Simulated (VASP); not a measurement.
# MgO (F-43m) in VASP: notebook

The runs below take MgO through single point, with PBE.

All numbers are computed with VASP 6.6.1; they aren't measurements. Logs are shortened: lines on timing, memory, paths and dates and some standing lists are left out, and cuts for length are marked.

### 1 The cell of the first run

It takes space group F-43m (No. 216, cubic). Conventional cell: a = 4.407 Å, b = 4.407 Å, c = 4.407 Å, α = 90.00°, β = 90.00°, γ = 90.00°. Within 2.5 Å of Mg (site symmetry -43m) lie 4 O at 1.91 Å. O (site symmetry -43m) has 4 Mg at 1.91 Å within 2.5 Å.

### 2 Single point, PBE (volume changed by -10%)

The input, INCAR:

```
SYSTEM = MgO
ALGO     = Normal         ! electronic algorithm
EDIFF    = 1E-7           ! SCF threshold, eV
ENCUT    = 520            ! plane-wave cutoff, eV
GGA      = PE             ! functional
ISIF     = 2              ! what is computed and relaxed
ISMEAR   = 0              ! smearing method
LASPH    = .True.         ! aspherical terms in the spheres
LCHARG   = .False.        ! write CHGCAR
LREAL    = .False.        ! projectors in reciprocal space
LWAVE    = .False.        ! write WAVECAR
NBANDS   = 11             ! bands
NELM     = 80             ! most SCF steps
PREC     = Accurate       ! precision mode
SIGMA    = 0.01           ! smearing width, eV
```

The input, KPOINTS:

```
k-points
0
Gamma
  6 6 6
  0 0 0
```

The input, POSCAR:

```
MgO
1.0
    0.0000000000      2.2032522131      2.2032522131
    2.2032522131      0.0000000000      2.2032522131
    2.2032522131      2.2032522131      0.0000000000
Mg O
1 1
Direct
    0.0000000000      0.0000000000      0.0000000000
    0.2500000000      0.2500000000      0.2500000000
```

Potentials or basis: VASP PAW PBE potentials, release 64 (Mg, O).

Run with:

```bash
> cat potpaw_PBE.64/Mg/POTCAR potpaw_PBE.64/O/POTCAR > POTCAR
> mpirun -np 1 vasp_std > vasp.out
```

OUTCAR:

```text
SYSTEM = MgO
   EDIFF = 1E-7
   ENCUT = 520
   GGA = PE
   ISIF = 2
   ISMEAR = 0
   LASPH = .True.
   LREAL = .False.
   NELM = 80
   PREC = Accurate

 ion  position               nearest neighbor table
   1  0.000  0.000  0.000-   2 1.91   2 1.91   2 1.91   2 1.91
   2  0.250  0.250  0.250-   1 1.91   1 1.91   1 1.91   1 1.91

  LATTYP: Found a face centered cubic cell.
 ALAT       =     4.4065044262

  Lattice vectors:

 A1 = (   0.0000000000,   2.2032522131,   2.2032522131)
 A2 = (   2.2032522131,   0.0000000000,   2.2032522131)
 A3 = (   2.2032522131,   2.2032522131,   0.0000000000)

Analysis of symmetry for initial positions (statically):
=====================================================================
 Subroutine PRICEL returns:
 Original cell was already a primitive cell.

 Routine SETGRP: Setting up the symmetry group for a
 face centered cubic supercell.

 Subroutine GETGRP returns: Found 24 space group operations
 (whereof 24 operations were pure point group operations)
 out of a pool of 48 trial point group operations.

The static configuration has the point symmetry T_d .

Analysis of symmetry for dynamics (positions and initial velocities):
=====================================================================
 Subroutine PRICEL returns:
 Original cell was already a primitive cell.

 Routine SETGRP: Setting up the symmetry group for a
 face centered cubic supercell.

 Subroutine GETGRP returns: Found 24 space group operations
 (whereof 24 operations were pure point group operations)
 out of a pool of 48 trial point group operations.

The dynamic configuration has the point symmetry T_d .

 Subroutine INISYM returns: Found 24 space group operations
 (whereof 24 operations are pure point group operations),
 and found     1 'primitive' translations

----------------------------------------------------------------------------------------

                                     Primitive cell

  volume of cell :      21.3906

  direct lattice vectors                    reciprocal lattice vectors
     0.000000000  2.203252213  2.203252213    -0.226937251  0.226937251  0.226937251
     2.203252213  0.000000000  2.203252213     0.226937251 -0.226937251  0.226937251
     2.203252213  2.203252213  0.000000000     0.226937251  0.226937251 -0.226937251

  length of vectors
     3.115869161  3.115869161  3.115869161     0.393066848  0.393066848  0.393066848

  position of ions in fractional coordinates (direct lattice)
     0.000000000  0.000000000  0.000000000
     0.250000000  0.250000000  0.250000000

  ion indices of the primitive-cell ions
   primitive index   ion index
                 1           1
                 2           2

----------------------------------------------------------------------------------------

 KPOINTS: k-points

Automatic generation of k-mesh.
 Grid dimensions read from file:
 generate k-points for:    6    6    6

 Generating k-lattice:

  Cartesian coordinates                     Fractional coordinates (reciprocal lattice)
    -0.037822875  0.037822875  0.037822875     0.166666667  0.000000000  0.000000000
     0.037822875 -0.037822875  0.037822875     0.000000000  0.166666667  0.000000000
     0.037822875  0.037822875 -0.037822875     0.000000000  0.000000000  0.166666667

  Length of vectors
     0.065511141  0.065511141  0.065511141

  Shift w.r.t. Gamma in fractional coordinates (k-lattice)
     0.000000000  0.000000000  0.000000000

 Subroutine IBZKPT returns following result:
 ===========================================

 Found     16 irreducible k-points:

 Following reciprocal coordinates:
            Coordinates               Weight
  0.000000  0.000000  0.000000      1.000000
  0.166667  0.000000  0.000000      8.000000
  0.333333  0.000000  0.000000      8.000000
  0.500000  0.000000  0.000000      4.000000
  0.166667  0.166667  0.000000      6.000000
  0.333333  0.166667  0.000000     24.000000
[... 8 lines left out ...]
 -0.333333  0.333333  0.166667     24.000000
 -0.333333  0.500000  0.166667     12.000000
   k-points           NKPTS =     16   k-points in BZ     NKDIM =     16   number of bands    NBANDS=     11
   number of dos      NEDOS =    301   number of ions     NIONS =      2
   total plane-waves  NPLWV =  13824
   dimension x,y,z NGX =    24 NGY =   24 NGZ =   24
   dimension x,y,z NGXF=    48 NGYF=   48 NGZF=   48
   ions per type =               1   1
   NGX,Y,Z   is equivalent  to a cutoff of  12.81, 12.81, 12.81 a.u.
   NGXF,Y,Z  is equivalent  to a cutoff of  25.61, 25.61, 25.61 a.u.
 SYSTEM =  MgO
   PREC   = accura    normal or accurate (medium, high low for compatibility)
   ISTART =      0    job   : 0-new  1-cont  2-samecut
   ICHARG =      2    charge: 1-file 2-atom 10-const
   ISPIN  =      1    spin polarized calculation?
   LNONCOLLINEAR =      F non collinear calculations
   LSORBIT =      F    spin-orbit coupling
   LASPH  =      T    aspherical Exc in radial PAW
   ENCUT  =  520.0 eV  38.22 Ry    6.18 a.u.   5.79  5.79  5.79*2*pi/ulx,y,z
   NELM   =     80;   NELMIN=  2; NELMDL= -5     # of ELM steps
   EDIFF  = 0.1E-06   stopping-criterion for ELM
   LREAL  =      F    real-space projection
   EDIFFG = 0.1E-05   stopping-criterion for IOM
   NSW    =      0    number of steps for IOM
   IBRION =     -1    ionic relax: 0-MD 1-quasi-New 2-CG
   NFREE  =      0    steps in history (QN), initial steepest desc. (CG)
   ISIF   =      2    stress and relaxation
   ISYM   =      2    0-nonsym 1-usesym 2-fastsym
   POTIM  = 0.5000    time-step for ionic-motion
   TEBEG  =    0.0;   TEEND  =   0.0 temperature during run
   PSTRESS=    0.0 pullay stress
   NELECT =       8.0000    total number of electrons
   NUPDOWN=      -1.0000    fix difference up-down
   EMIN   =  10.00;   EMAX   =-10.00  energy-range for DOS
   EFERMI =   0.00;   METHOD = LEGACY
   ISMEAR =     0;   SIGMA  =   0.01  broadening in eV -4-tet -1-fermi 0-gaus
   EFERMI_NEDOS =   21; number of points for ismear=-14 and -15
   IALGO  =     38    algorithm
   IMIX   =      4    mixing-type and parameters
     AMIX     =   0.40;   BMIX     =  1.00
     AMIX_MAG =   1.60;   BMIX_MAG =  1.00
  volume/ion in A,a.u.               =      10.70        72.18
  Fermi-wavevector in a.u.,A,eV,Ry     =   1.179498  2.228928 18.928643  1.391216
  Thomas-Fermi vector in A             =   2.315808
   LORBIT       =      0    0 simple, 1 ext, 2 COOP (PROOUT), +10 PAW based schemes
   GGA     = PE    functional components
   LHFCALC =     F    Hartree Fock is set to
   AEXX    =    0.0000 exact exchange contribution
   IVDW    =     0    specifies the selected vdW correction
   LEPSILON=     F    determine dielectric tensor
   LRPA    =     F    only Hartree local field effects (RPA)
 non-spin polarized calculation
 Gauss-broadening in eV      SIGMA  =   0.01
  energy-cutoff  :      520.00
  volume of cell :       21.39
 maximum number of plane-waves:       589
   NGX = 11   NGY = 11   NGZ = 11

 number of electron       7.9999997 magnetization

 Free energy of the ion-electron system (eV)
  ---------------------------------------------------
  ext. energy  EPLUGINS =         0.00000000
  ---------------------------------------------------
  free energy    TOTEN  =       -11.52397668 eV

  energy without entropy =      -11.52397668  energy(sigma->0) =      -11.52397668

 E-fermi :   1.4157     XC(G=0): -10.1833

 val. band max:        1.3650881449   @ k =   0.0000   0.0000   0.0000
 cond. band min:       5.6366937800   @ k =   0.0000   0.0000   0.0000
 fundamental gap:      4.2716056351
 Fermi energy:         1.4156584516

 k-point     1 :       0.0000    0.0000    0.0000
  band No.  band energies     occupation
      1     -14.8584      2.00000
      2       1.3651      2.00000
      3       1.3651      2.00000
      4       1.3651      2.00000
      5       5.6367      0.00000
      6      19.3694      0.00000
      7      19.3694      0.00000
      8      19.3694      0.00000
      9      22.7031      0.00000
     10      22.7031      0.00000
     11      23.0121      0.00000

 k-point     2 :       0.1667    0.0000    0.0000
  band No.  band energies     occupation
      1     -14.6648      2.00000
      2       0.2217      2.00000
      3       1.3180      2.00000
      4       1.3180      2.00000
      5       6.9823      0.00000
      6      17.1681      0.00000
      7      18.9290      0.00000
      8      18.9290      0.00000
      9      21.1535      0.00000
     10      21.1535      0.00000
     11      22.1167      0.00000

 k-point     3 :       0.3333    0.0000    0.0000
  band No.  band energies     occupation
      1     -14.2493      2.00000
      2      -1.3266      2.00000
      3       1.2260      2.00000
      4       1.2260      2.00000
      5       9.1585      0.00000
      6      14.0313      0.00000
      7      17.3960      0.00000
      8      17.3960      0.00000
      9      22.0579      0.00000
     10      22.9384      0.00000
     11      22.9384      0.00000

 k-point     4 :       0.5000    0.0000    0.0000
  band No.  band energies     occupation
      1     -14.0244      2.00000
      2      -1.9619      2.00000
      3       1.1810      2.00000
      4       1.1811      2.00000
      5      10.9159      0.00000
      6      11.8941      0.00000
      7      16.7997      0.00000
      8      16.7997      0.00000
      9      22.5089      0.00000
     10      24.7461      0.00000
     11      24.7461      0.00000
[... 127 lines left out ...]
 k-point    14 :       0.5000    0.3333    0.1667
  band No.  band energies     occupation
      1     -13.9811      2.00000
      2      -1.1164      2.00000
      3       0.2899      2.00000
      4       0.8785      2.00000
      5       9.5539      0.00000
      6      13.4131      0.00000
      7      16.0232      0.00000
      8      17.8620      0.00000
      9      21.1264      0.00000
     10      24.7637      0.00000
     11      27.2585      0.00000

 k-point    15 :      -0.3333    0.3333    0.1667
  band No.  band energies     occupation
      1     -13.8356      2.00000
      2      -1.0879      2.00000
      3      -0.1039      2.00000
      4       0.6980      2.00000
      5       9.9011      0.00000
      6      13.0636      0.00000
      7      15.9157      0.00000
      8      17.5306      0.00000
      9      22.6470      0.00000
     10      23.4487      0.00000
     11      28.5841      0.00000

 k-point    16 :      -0.3333    0.5000    0.1667
  band No.  band energies     occupation
      1     -13.7722      2.00000
      2      -0.9678      2.00000
      3       0.0400      2.00000
      4       0.3157      2.00000
      5       8.9738      0.00000
      6      13.5787      0.00000
      7      16.8688      0.00000
      8      17.1308      0.00000
      9      21.2154      0.00000
     10      25.6381      0.00000
     11      27.1633      0.00000

------------------------ aborting loop because EDIFF is reached ----------------------------------------

  FORCE on cell =-STRESS in cart. coord.  units (eV):
  Direction    XX          YY          ZZ          XY          YZ          ZX
  --------------------------------------------------------------------------------------
  -------------------------------------------------------------------------------------
  Total        2.7292078      2.7292078      2.7292078     -0.0000000      0.0000000      0.0000000
  in kB      204.4205468    204.4205468    204.4205468     -0.0000000      0.0000000      0.0000000
  external PRESSURE =     204.4205468 kB  Pullay stress =       0.0000000 kB

 VOLUME and BASIS-vectors are now :
 -----------------------------------------------------------------------------
  energy-cutoff  :      520.00
  volume of cell :       21.39
      direct lattice vectors                 reciprocal lattice vectors
     0.000000000  2.203252213  2.203252213    -0.226937251  0.226937251  0.226937251
     2.203252213  0.000000000  2.203252213     0.226937251 -0.226937251  0.226937251
     2.203252213  2.203252213  0.000000000     0.226937251  0.226937251 -0.226937251

 POSITION                                       TOTAL-FORCE (eV/Angst)
 -----------------------------------------------------------------------------------
      0.00000      0.00000      0.00000        -0.000000     -0.000000     -0.000000
      1.10163      1.10163      1.10163         0.000000      0.000000      0.000000
 -----------------------------------------------------------------------------------
    total drift:                               -0.000001     -0.000001     -0.000001

  FREE ENERGIE OF THE ION-ELECTRON SYSTEM (eV)
  ---------------------------------------------------
  free  energy   TOTEN  =       -11.5239766833 eV

  energy  without entropy=      -11.5239766833  energy(sigma->0) =      -11.52397668
```

Run time: 4.5 s. Hardware: 1 thread of Intel Xeon 6975P-C, shared host; peak memory 0.14 GiB.

Results:

* Free energy: -11.5240 eV
* Pressure: 20.4 GPa
* Band gap on the k mesh: 4.27 eV, direct

### 3 Single point, PBE (volume changed by -5%)

The input, INCAR:

```
PREC = Accurate
ENCUT = 600
EDIFF = 1E-6
ISMEAR = 0
SIGMA = 0.01
LREAL = False
LASPH = True
NELM = 120
ALGO = Normal
ISIF = 2
LWAVE = False
LCHARG = False
GGA = PE
NBANDS = 11
GGA_COMPAT = False
```

The input, KPOINTS:

```
Automatic mesh
0
Gamma
  6 6 6
```

The input, POSCAR:

```
MgO
1.0
    0.0000000000      2.2433200967      2.2433200967
    2.2433200967      0.0000000000      2.2433200967
    2.2433200967      2.2433200967      0.0000000000
Mg O
1 1
Direct
    0.0000000000      0.0000000000      0.0000000000
    0.2500000000      0.2500000000      0.2500000000
```

Potentials or basis: VASP PAW PBE potentials, release 64 (Mg, O).

Run with:

```bash
> cat potpaw_PBE.64/Mg/POTCAR potpaw_PBE.64/O/POTCAR > POTCAR
> mpirun -np 1 vasp_std > vasp.out
```

It took 11 s on 1 thread of Intel Xeon 8259CL, shared host; peak memory 0.15 GiB.

It converged, with:

```yaml
Free_energy: -11.6429 eV
Pressure: 10.7 GPa
Band_gap_on_the_k_mesh: 3.94 eV, direct
```

Levels at points of the mesh, in eV from the valence-band top:
| k point | band 2 | band 3 | band 4 | band 5 | band 6 | band 7 |
| --- | --- | --- | --- | --- | --- | --- |
| (0.00, 0.00, 0.00) | 0.00 | 0.00 | 0.00 | 3.94 | 17.39 | 17.39 |
| (0.50, 0.00, 0.00) | -3.18 | -0.18 | -0.18 | 9.16 | 10.09 | 15.02 |
| (0.50, 0.50, 0.00) | -2.63 | -0.76 | -0.76 | 6.38 | 11.83 | 14.88 |
